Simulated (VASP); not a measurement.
# HfSiO4 (I4_1/amd) in VASP: a series of runs

Aim: see how the results for HfSiO4 move with the level of theory and the settings. Levels: BLYP, PBE+D3(BJ), revPBE, PBE. Tasks: single point.

All numbers are computed with VASP 6.6.1; they aren't measurements. Logs are shortened: lines on timing, memory, paths and dates and some standing lists are left out, and cuts for length are marked.

### Step 1. The cell of the first run

Symmetry: I4_1/amd, No. 141, tetragonal system. The conventional cell has a = 6.572 Å, b = 6.572 Å, c = 5.963 Å, α = 90.00°, β = 90.00°, γ = 90.00°. Within 2.8 Å of Hf (site symmetry -4m2) lie 8 O at 2.11 to 2.26 Å. Si (site symmetry -4m2) has 4 O at 1.62 Å within 2.2 Å. Within 2.3 Å of O (site symmetry m) lie 1 Si at 1.62 Å and 2 Hf at 2.11 to 2.26 Å.

### Step 2. Single point, BLYP

File INCAR:

```
SYSTEM = HfSiO4
  PREC = Accurate
  ENCUT = 520
  EDIFF = 1E-6
  ISMEAR = -1
  SIGMA = 0.05
  LREAL = .False.
  LASPH = .True.
  NELM = 60
  ALGO = Normal
  ISIF = 2
  LWAVE = .False.
  LCHARG = .False.
  GGA = B5
  ALDAX = 1.0
  AGGAX = 1.0
  AGGAC = 1.0
  ALDAC = 0.0
  NBANDS = 50
```

File KPOINTS:

```
Automatic mesh
0
Gamma
  6 6 6
  0 0 0
```

File POSCAR:

```
HfSiO4
1.0
   -3.2862500000      3.2862500000      2.9816000000
    3.2862500000     -3.2862500000      2.9816000000
    3.2862500000      3.2862500000     -2.9816000000
Hf Si O
2 2 8
Direct
    0.0000000000      0.0000000000      0.0000000000
    0.7500000000      0.2500000000      0.5000000000
    0.5000000000      0.5000000000      0.0000000000
    0.2500000000      0.7500000000      0.5000000000
    0.6802000000      0.4957000000      0.8155000000
    0.2457000000      0.9302000000      0.3155000000
    0.6802000000      0.8647000000      0.1845000000
    0.6147000000      0.9302000000      0.6845000000
    0.0698000000      0.3853000000      0.3155000000
    0.5043000000      0.3198000000      0.1845000000
    0.0698000000      0.7543000000      0.6845000000
    0.1353000000      0.3198000000      0.8155000000
```

Potentials or basis: VASP PAW PBE potentials, release 64 (Hf_pv, Si, O).

Command:

```sh
> cat potpaw_PBE.64/Hf_pv/POTCAR potpaw_PBE.64/Si/POTCAR potpaw_PBE.64/O/POTCAR > POTCAR
> mpirun -np 1 vasp_std > vasp.out
```

OUTCAR:

```text
SYSTEM = HfSiO4
   PREC = Accurate
   ENCUT = 520
   EDIFF = 1E-6
   ISMEAR = -1
   LREAL = .False.
   LASPH = .True.
   NELM = 60
   ISIF = 2
   GGA = B5

 ion  position               nearest neighbor table
   1  0.000  0.000  0.000-   6 2.11   8 2.11   9 2.11  11 2.11   7 2.26  10 2.26  12 2.26   5 2.26
                             3 2.98   3 2.98   2 3.61   2 3.61   2 3.61   2 3.61
   2  0.750  0.250  0.500-   5 2.11   7 2.11  10 2.11  12 2.11   9 2.26  11 2.26   8 2.26   6 2.26
                             4 2.98   4 2.98   1 3.61   1 3.61   1 3.61   1 3.61
   3  0.500  0.500  0.000-   5 1.62   7 1.62  10 1.62  12 1.62   1 2.98   1 2.98
   4  0.250  0.750  0.500-   6 1.62   8 1.62   9 1.62  11 1.62   2 2.98   2 2.98
   5  0.680  0.496  0.816-   3 1.62   2 2.11   1 2.26
   6  0.246  0.930  0.316-   4 1.62   1 2.11   2 2.26
   7  0.680  0.865  0.184-   3 1.62   2 2.11   1 2.26
   8  0.615  0.930  0.684-   4 1.62   1 2.11   2 2.26
   9  0.070  0.385  0.316-   4 1.62   1 2.11   2 2.26
  10  0.504  0.320  0.184-   3 1.62   2 2.11   1 2.26
  11  0.070  0.754  0.684-   4 1.62   1 2.11   2 2.26
  12  0.135  0.320  0.816-   3 1.62   2 2.11   1 2.26

  LATTYP: Found a body centered tetragonal cell.
 ALAT       =     6.5725000000
 C/A-ratio  =     0.9072955496

  Lattice vectors:

 A1 = (  -3.2862500000,   3.2862500000,   2.9816000000)
 A2 = (   3.2862500000,  -3.2862500000,   2.9816000000)
 A3 = (   3.2862500000,   3.2862500000,  -2.9816000000)

Analysis of symmetry for initial positions (statically):
=====================================================================
 Subroutine PRICEL returns:
 Original cell was already a primitive cell.

 Routine SETGRP: Setting up the symmetry group for a
 body centered tetragonal supercell.

 Subroutine GETGRP returns: Found 16 space group operations
 (whereof  8 operations were pure point group operations)
 out of a pool of 16 trial point group operations.

The static configuration has the point symmetry D_2d.
 The point group associated with its full space group is D_4h.

Analysis of symmetry for dynamics (positions and initial velocities):
=====================================================================
 Subroutine PRICEL returns:
 Original cell was already a primitive cell.

 Routine SETGRP: Setting up the symmetry group for a
 body centered tetragonal supercell.

 Subroutine GETGRP returns: Found 16 space group operations
 (whereof  8 operations were pure point group operations)
 out of a pool of 16 trial point group operations.

The dynamic configuration has the point symmetry D_2d.
 The point group associated with its full space group is D_4h.

 Subroutine INISYM returns: Found 16 space group operations
 (whereof  8 operations are pure point group operations),
 and found     1 'primitive' translations

----------------------------------------------------------------------------------------

                                     Primitive cell

  volume of cell :     128.7984

  direct lattice vectors                    reciprocal lattice vectors
    -3.286250000  3.286250000  2.981600000     0.000000000  0.152149106  0.167695197
     3.286250000 -3.286250000  2.981600000     0.152149106  0.000000000  0.167695197
     3.286250000  3.286250000 -2.981600000     0.152149106  0.152149106  0.000000000

  length of vectors
     5.521667926  5.521667926  5.521667926     0.226431070  0.226431070  0.215171329

  position of ions in fractional coordinates (direct lattice)
     0.000000000  0.000000000  0.000000000
     0.750000000  0.250000000  0.500000000
     0.500000000  0.500000000  0.000000000
     0.250000000  0.750000000  0.500000000
     0.680200000  0.495700000  0.815500000
     0.245700000  0.930200000  0.315500000
     0.680200000  0.864700000  0.184500000
     0.614700000  0.930200000  0.684500000
     0.069800000  0.385300000  0.315500000
     0.504300000  0.319800000  0.184500000
     0.069800000  0.754300000  0.684500000
     0.135300000  0.319800000  0.815500000

  ion indices of the primitive-cell ions
[... 49 lines left out ...]
   GGA     = B5    functional components
   LHFCALC =     F    Hartree Fock is set to
   AEXX    =    0.0000 exact exchange contribution
   IVDW    =     0    specifies the selected vdW correction
   LEPSILON=     F    determine dielectric tensor
   LRPA    =     F    only Hartree local field effects (RPA)
 non-spin polarized calculation
  energy-cutoff  :      520.00
  volume of cell :      128.80
 maximum number of plane-waves:      3484
 NGX is ok and might be reduce to    42
   NGX = 21   NGY = 21   NGZ = 21

 number of electron      76.0000001 magnetization

 Free energy of the ion-electron system (eV)
  ---------------------------------------------------
  ext. energy  EPLUGINS =         0.00000000
  ---------------------------------------------------
  free energy    TOTEN  =      -103.89970336 eV

  energy without entropy =     -103.89970336  energy(sigma->0) =     -103.89970336

 E-fermi :   4.7687     XC(G=0): -10.5987

 val. band max:        3.6369710397   @ k =   0.0000   0.0000   0.0000
 cond. band min:       9.0797924419   @ k =   0.3333   0.3333   0.1667
 fundamental gap:      5.4428214022
 Fermi energy:         4.7687113004

 k-point     1 :       0.0000    0.0000    0.0000
  band No.  band energies     occupation
      1     -25.5746      2.00000
      2     -25.5746      2.00000
      3     -25.5159      2.00000
      4     -25.5036      2.00000
      5     -25.3959      2.00000
      6     -25.3959      2.00000
[... 42 lines left out ...]
     49      13.0356      0.00000
     50      13.6059      0.00000

 k-point     2 :       0.1667    0.0000    0.0000
  band No.  band energies     occupation
      1     -25.5762      2.00000
      2     -25.5756      2.00000
      3     -25.5126      2.00000
      4     -25.5035      2.00000
      5     -25.4009      2.00000
      6     -25.3945      2.00000
[... 1158 lines left out ...]
 k-point    24 :      -0.1667   -0.3333    0.1667
  band No.  band energies     occupation
      1     -25.5812      2.00000
      2     -25.5811      2.00000
      3     -25.5173      2.00000
      4     -25.5041      2.00000
      5     -25.3961      2.00000
      6     -25.3902      2.00000
[... 42 lines left out ...]
     49      12.5490      0.00000
     50      13.5426      0.00000

 [... further k-points ...]
[... 5 lines left out ...]
  --------------------------------------------------------------------------------------
  -------------------------------------------------------------------------------------
  Total        8.3410493      8.3410493     10.2437252      0.0000000     -0.0000000      0.0000000
  in kB      103.7577866    103.7577866    127.4259660      0.0000000     -0.0000000      0.0000000
  external PRESSURE =     111.6471797 kB  Pullay stress =       0.0000000 kB

 VOLUME and BASIS-vectors are now :
 -----------------------------------------------------------------------------
  energy-cutoff  :      520.00
  volume of cell :      128.80
      direct lattice vectors                 reciprocal lattice vectors
    -3.286250000  3.286250000  2.981600000     0.000000000  0.152149106  0.167695197
     3.286250000 -3.286250000  2.981600000     0.152149106  0.000000000  0.167695197
     3.286250000  3.286250000 -2.981600000     0.152149106  0.152149106  0.000000000

 POSITION                                       TOTAL-FORCE (eV/Angst)
 -----------------------------------------------------------------------------------
      0.00000      0.00000      0.00000         0.000000     -0.000000      0.000000
     -0.00000      3.28625      1.49080         0.000000     -0.000000      0.000000
      0.00000      0.00000      2.98160         0.000000     -0.000000      0.000000
      3.28625     -0.00000      1.49080         0.000000     -0.000000      0.000000
      2.07362      3.28625      1.07457        -0.333257     -0.000000      0.200542
      3.28625     -1.21263      2.56537         0.000000     -0.333257      0.200542
      1.21263     -0.00000      4.05617         0.333257     -0.000000      0.200542
      3.28625      1.21263      2.56537         0.000000      0.333257      0.200542
      2.07362      0.00000      0.41623        -0.333257     -0.000000     -0.200542
      0.00000      1.21263      1.90703         0.000000      0.333257     -0.200542
      4.49888      0.00000      0.41623         0.333257     -0.000000     -0.200542
      3.28625      2.07362     -1.07457        -0.000000     -0.333257     -0.200542
 -----------------------------------------------------------------------------------
    total drift:                               -0.000000     -0.000000      0.000000

  FREE ENERGIE OF THE ION-ELECTRON SYSTEM (eV)
  ---------------------------------------------------
  free  energy   TOTEN  =      -103.8997033587 eV

  energy  without entropy=     -103.8997033587  energy(sigma->0) =     -103.89970336
```

Run time: 6.7 min. Hardware: 1 thread of Intel Xeon 8259CL, shared host; peak memory 0.35 GiB.

Results:

* Free energy: -103.8997 eV
* Pressure: 11.2 GPa
* Largest force: 0.389 eV/Å
* Band gap on the k mesh: 5.44 eV (least direct gap 5.78 eV)

Forces on the atoms (eV/Å):
```
Hf   0.000  0.000  0.000
Hf   0.000  0.000  0.000
Si   0.000  0.000  0.000
Si   0.000  0.000  0.000
O   -0.333  0.000  0.201
O    0.000 -0.333  0.201
O    0.333  0.000  0.201
O    0.000  0.333  0.201
O   -0.333  0.000 -0.201
O    0.000  0.333 -0.201
O    0.333  0.000 -0.201
O    0.000 -0.333 -0.201
```

Caveat: the cell stands under pressure; the PAW data sets were made with another functional, which shifts forces and pressure a little; spin-orbit coupling is left out, which moves the levels of the heavy elements.

### Step 3. Single point, PBE+D3(BJ)

This run uses another cell than the first one, of 10.91 Å³/atom.

File INCAR:

```
SYSTEM = HfSiO4
PREC = Accurate ; ENCUT = 520
EDIFF = 1E-6 ; ISMEAR = -1
SIGMA = 0.05 ; LREAL = .FALSE.
LASPH = .TRUE. ; NELM = 80
ALGO = Normal ; ISIF = 2
LWAVE = .FALSE. ; LCHARG = .FALSE.
GGA = PE ; IVDW = 12
NBANDS = 50
```

File KPOINTS:

```
Automatic mesh
0
G
  6 6 6
  0 0 0
```

File POSCAR:

```
HfSiO4
1.0
   -3.3035358379      3.3035358379      2.9982719622
    3.3035358379     -3.3035358379      2.9982719622
    3.3035358379      3.3035358379     -2.9982719622
Hf Si O
2 2 8
Direct
    0.0000000000      0.0000000000      0.0000000000
    0.7500000000      0.2500000000      0.5000000000
    0.5000000000      0.5000000000      0.0000000000
    0.2500000000      0.7500000000      0.5000000000
    0.6807931230      0.4960050130      0.8152118900
    0.2460050130      0.9307931230      0.3152118900
    0.6807931230      0.8655812331      0.1847881100
    0.6155812331      0.9307931230      0.6847881100
    0.0692068770      0.3844187669      0.3152118900
    0.5039949870      0.3192068770      0.1847881100
    0.0692068770      0.7539949870      0.6847881100
    0.1344187669      0.3192068770      0.8152118900
```

Potentials or basis: VASP PAW PBE potentials, release 64 (Hf_pv, Si, O).

Command:

```sh
> cat potpaw_PBE.64/Hf_pv/POTCAR potpaw_PBE.64/Si/POTCAR potpaw_PBE.64/O/POTCAR > POTCAR
> mpirun -np 1 vasp_std > vasp.out
```

It took 5.9 min on 1 thread of Intel Xeon 8259CL, shared host; peak memory 0.36 GiB.

It converged, with:

```
Free energy                : -111.1219 eV
Pressure                   : -1.6 GPa
Largest force              : 0.190 eV/Å
Band gap on the k mesh     : 5.35 eV (least direct gap 5.69 eV)
Dispersion energy per atom : -0.205 eV
```

Forces in eV/Å, atoms in the order of the input:
```
Hf   0.000  0.000  0.000
Hf   0.000  0.000  0.000
Si   0.000  0.000  0.000
Si   0.000  0.000  0.000
O   -0.133  0.000  0.136
O    0.000 -0.133  0.136
O    0.133  0.000  0.136
O    0.000  0.133  0.136
O   -0.133  0.000 -0.136
O    0.000  0.133 -0.136
O    0.133  0.000 -0.136
O    0.000 -0.133 -0.136
```

Stress tensor (GPa, compression positive):
```
-1.77  0.00  0.00
 0.00 -1.77  0.00
 0.00  0.00 -1.40
```

Levels at points of the mesh, in eV from the valence-band top:
| k point | band 36 | band 37 | band 38 | band 39 | band 40 | band 41 |
| --- | --- | --- | --- | --- | --- | --- |
| (0.00, 0.00, 0.00) | -0.59 | -0.54 | 0.00 | 5.71 | 6.00 | 6.07 |
| (0.50, 0.00, 0.00) | -0.81 | -0.26 | -0.20 | 5.60 | 5.75 | 6.47 |
| (0.50, 0.50, 0.00) | -0.91 | -0.59 | -0.59 | 5.35 | 5.35 | 6.43 |
| (0.50, 0.50, 0.50) | -1.09 | -0.89 | -0.89 | 6.18 | 6.18 | 6.50 |

Caveat: spin-orbit coupling is left out, which moves the levels of the heavy elements. PBE gaps usually lie below the measured ones, often by a third to a half.

### Step 4. Single point, revPBE

This run uses another cell than the first one, of 11.25 Å³/atom.

File INCAR:

```
PREC = Accurate
ENCUT = 520
EDIFF = 1E-6
ISMEAR = -1
SIGMA = 0.05
LREAL = F
LASPH = T
NELM = 80
ALGO = Normal
ISIF = 2
LWAVE = F
LCHARG = T
GGA = RE
LELF = T
LVHAR = T
NBANDS = 50
```

File KPOINTS:

```
Automatic mesh
0
Gamma
  6 6 6
```

File POSCAR:

```
HfSiO4
1.0
   -3.3429517684      3.3429517684      3.0188558811
    3.3429517684     -3.3429517684      3.0188558811
    3.3429517684      3.3429517684     -3.0188558811
Hf Si O
2 2 8
Direct
    0.0000000000      0.0000000000      0.0000000000
    0.7500000000      0.2500000000      0.5000000000
    0.5000000000      0.5000000000      0.0000000000
    0.2500000000      0.7500000000      0.5000000000
    0.6810269938      0.4971928196      0.8161658258
    0.2471928196      0.9310269938      0.3161658258
    0.6810269938      0.8648611681      0.1838341742
    0.6148611681      0.9310269938      0.6838341742
    0.0689730062      0.3851388319      0.3161658258
    0.5028071804      0.3189730062      0.1838341742
    0.0689730062      0.7528071804      0.6838341742
    0.1351388319      0.3189730062      0.8161658258
```

Command:

```sh
> cat potpaw_PBE.64/Hf_pv/POTCAR potpaw_PBE.64/Si/POTCAR potpaw_PBE.64/O/POTCAR > POTCAR
> mpirun -np 1 vasp_std > vasp.out
```

Wall time 5.5 min (1 thread of Intel Xeon 8259CL, shared host); peak memory 0.35 GiB.

The run converged. Its results:

```yaml
Free_energy: -104.5243 eV
Pressure: -1.8 GPa
Largest_force: 0.147 eV/Å
Band_gap_on_the_k_mesh: 5.23 eV (least direct gap 5.53 eV)
```

Forces on the atoms (eV/Å):
```
Hf   0.000  0.000  0.000
Hf   0.000  0.000  0.000
Si   0.000  0.000  0.000
Si   0.000  0.000  0.000
O   -0.099  0.000  0.108
O    0.000 -0.099  0.108
O    0.099  0.000  0.108
O    0.000  0.099  0.108
O   -0.099  0.000 -0.108
O    0.000  0.099 -0.108
O    0.099  0.000 -0.108
O    0.000 -0.099 -0.108
```

Stress tensor (GPa, compression positive):
```
-1.84  0.00  0.00
 0.00 -1.84  0.00
 0.00  0.00 -1.68
```

Levels at points of the mesh, in eV from the valence-band top:
```
           k point  band 34  band 35  band 36  band 37  band 38  band 39  band 40  band 41  band 42  band 43
(0.00, 0.00, 0.00)    -0.70    -0.61    -0.61    -0.51     0.00     5.53     5.85     5.96     5.96     5.96
(0.50, 0.00, 0.00)    -1.10    -0.94    -0.78    -0.23    -0.23     5.44     5.61     6.31     6.45     6.57
(0.50, 0.50, 0.00)    -0.96    -0.87    -0.87    -0.56    -0.56     5.25     5.25     6.26     6.26     6.29
(0.50, 0.50, 0.50)    -1.26    -1.05    -1.05    -0.90    -0.90     5.98     5.98     6.28     6.28     6.43
```

Caveat: the PAW data sets were made with another functional, which shifts forces and pressure a little; spin-orbit coupling is left out, which moves the levels of the heavy elements.

### Step 5. Single point, PBE

This run uses another cell than the first one, of 10.96 Å³/atom.

File INCAR:

```
ALGO = Normal
EDIFF = 1E-6
ENCUT = 520
GGA = PE
ISIF = 2
ISMEAR = -1
LASPH = True
LCHARG = False
LREAL = False
LWAVE = False
NBANDS = 50
NELM = 100
PREC = Accurate
SIGMA = 0.05
```

File KPOINTS:

```
k-points
0
Gamma
  5 5 5
```

File POSCAR:

```
HfSiO4
1.0
   -3.3106332746      3.3106332746      3.0010736520
    3.3106332746     -3.3106332746      3.0010736520
    3.3106332746      3.3106332746     -3.0010736520
Hf Si O
2 2 8
Direct
    0.0000000000      0.0000000000      0.0000000000
    0.7500000000      0.2500000000      0.5000000000
    0.5000000000      0.5000000000      0.0000000000
    0.2500000000      0.7500000000      0.5000000000
    0.6809300071      0.4963761654      0.8154461583
    0.2463761654      0.9309300071      0.3154461583
    0.6809300071      0.8654838488      0.1845538417
    0.6154838488      0.9309300071      0.6845538417
    0.0690699929      0.3845161512      0.3154461583
    0.5036238346      0.3190699929      0.1845538417
    0.0690699929      0.7536238346      0.6845538417
    0.1345161512      0.3190699929      0.8154461583
```

Command:

```sh
> cat potpaw_PBE.64/Hf_pv/POTCAR potpaw_PBE.64/Si/POTCAR potpaw_PBE.64/O/POTCAR > POTCAR
> mpirun -np 1 vasp_std > vasp.out
```

Wall time 86 s (1 thread of Intel Xeon Platinum 8488C (Sapphire Rapids), shared host); peak memory 0.31 GiB.

It converged, with:

| Property | Result |
| --- | --- |
| Free energy | -108.6630 eV |
| Pressure | 0.4 GPa |
| Largest force | 0.188 eV/Å |
| Band gap on the k mesh | 5.31 eV (least direct gap 5.67 eV) |

Forces in eV/Å, atoms in the order of the input:
```
Hf   0.000  0.000  0.000
Hf   0.000  0.000  0.000
Si   0.000  0.000  0.000
Si   0.000  0.000  0.000
O   -0.131  0.000  0.135
O    0.000 -0.131  0.135
O    0.131  0.000  0.135
O    0.000  0.131  0.135
O   -0.131  0.000 -0.135
O    0.000  0.131 -0.135
O    0.131  0.000 -0.135
O    0.000 -0.131 -0.135
```

Stress tensor (GPa, compression positive):
```
0.26 0.00 0.00
0.00 0.26 0.00
0.00 0.00 0.61
```

Levels at points of the mesh, in eV from the valence-band top:
| k point | band 34 | band 35 | band 36 | band 37 | band 38 | band 39 | band 40 | band 41 | band 42 | band 43 |
| --- | --- | --- | --- | --- | --- | --- | --- | --- | --- | --- |
| (0.00, 0.00, 0.00) | -0.69 | -0.59 | -0.59 | -0.54 | 0.00 | 5.67 | 5.97 | 6.04 | 6.10 | 6.10 |

Caveat: spin-orbit coupling is left out, which moves the levels of the heavy elements; an odd mesh through Γ misses points on the zone boundary, where band edges can lie.

### Step 6. Summary

```csv
level,cell,k mesh,gap on the mesh (eV),pressure (GPa),largest force (eV/Å)
BLYP,"a = 5.522 Å, angles 107.0, 107.0, 114.6°, 12 atoms",6 × 6 × 6,5.44,11.2,0.39
PBE+D3(BJ),"a = 5.551 Å, angles 107.0, 107.0, 114.6°, 12 atoms",6 × 6 × 6,5.35,-1.6,0.19
revPBE,"a = 5.609 Å, angles 106.8, 106.8, 114.9°, 12 atoms",6 × 6 × 6,5.23,-1.8,0.15
PBE,"a = 5.561 Å, angles 106.9, 106.9, 114.7°, 12 atoms",5 × 5 × 5,5.31,0.4,0.19
```

Alike in all rows: task single point; potentials or basis VASP PAW PBE potentials, release 64 (Hf_pv, Si, O); no spin polarisation; cutoff (eV) 520; smearing fermi-dirac 0.05 eV.

Caveats: spin-orbit coupling is left out, which moves the levels of the heavy elements; the PAW data sets were made with another functional, which shifts forces and pressure a little (at least some runs); the cell stands under pressure (at least some runs); an odd mesh through Γ misses points on the zone boundary, where band edges can lie (at least some runs).

Total energies depend on the potentials used, so only differences within one code and one set of settings carry meaning.
